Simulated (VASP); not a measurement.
Crystal: Ta2AlF3.

```
Ta Al F
1.0
     3.06593    0.00000    0.00000
     0.00000    3.06593    0.00000
     0.00000    0.00000   10.24882
Ta Al F
2 1 3
Direct
  0.50000 0.50000 0.84736
  0.50000 0.50000 0.15264
  0.50000 0.50000 0.50000
  0.00000 0.00000 0.00000
  0.00000 0.00000 0.71455
  0.00000 0.00000 0.28545
```

The cell was generated, and may not be a known phase.

* Program: VASP 6.6.1
* Task: relaxation of cell and atoms
* Functional: PBE
* Potentials or basis: VASP PAW PBE potentials, release 64 (Ta_pv, Al, F)
* Cutoff: 600 eV
* k mesh: 6 × 6 × 2
* Occupations: gaussian, width 0.1 eV
* Spin: no spin polarisation

At the start: pressure -9.5 GPa; volume 16.06 Å³/atom.

**Question.** Where does the relaxation end?

**Answer.** Over 21 steps the energy falls by 104.1 meV/atom and the volume is 16.77 Å³/atom (+4.5 %); space group P4/mmm (No. 123, to 0.1 Å) before and after.

The path:
```
step  energy change (eV)  largest force (eV/Å)  pressure (GPa)  volume (Å³)
   1              0.0000                0.7132           -9.49        96.34
   2             -0.3008                0.2824            5.39        83.67
   3             -0.3492                0.3800            0.52        86.77
   4             -0.3698                0.3547            0.54        87.07
   5             -0.4231                0.2879            0.71        87.95
   6             -0.4943                0.2345            1.44        89.70
   7             -0.4962                1.1818            4.20        93.18
   8             -0.5236                0.5886            2.57        91.37
   9             -0.5404                0.4847            1.92        92.19
  10             -0.5730                0.1877            0.15        94.66
  11             -0.5681                0.3428           -2.77        99.71
  12             -0.5816                0.0698           -1.32        96.99
  13             -0.5898                0.1252           -1.02        97.19
  14             -0.6029                0.3021           -0.04        97.74
  15             -0.6032                0.3386            0.17        97.84
  16             -0.6117                0.2081            0.48        98.19
  17             -0.6177                0.1885            1.24        99.04
  18             -0.6185                0.0861            1.01        98.84
  19             -0.6231                0.1108           -0.17       100.55
  20             -0.6231                0.1087           -0.10       100.46
  21             -0.6246                0.0262           -0.19       100.65
```

Final structure:
```
Ta Al F
1.0
     2.92266    0.00000    0.00000
     0.00000    2.92266    0.00000
     0.00000    0.00000   11.78260
Ta Al F
2 1 3
Direct
  0.50000 0.50000 0.87719
  0.50000 0.50000 0.12281
  0.50000 0.50000 0.50000
  0.00000 0.00000 0.00000
  0.00000 0.00000 0.76581
  0.00000 0.00000 0.23419
```
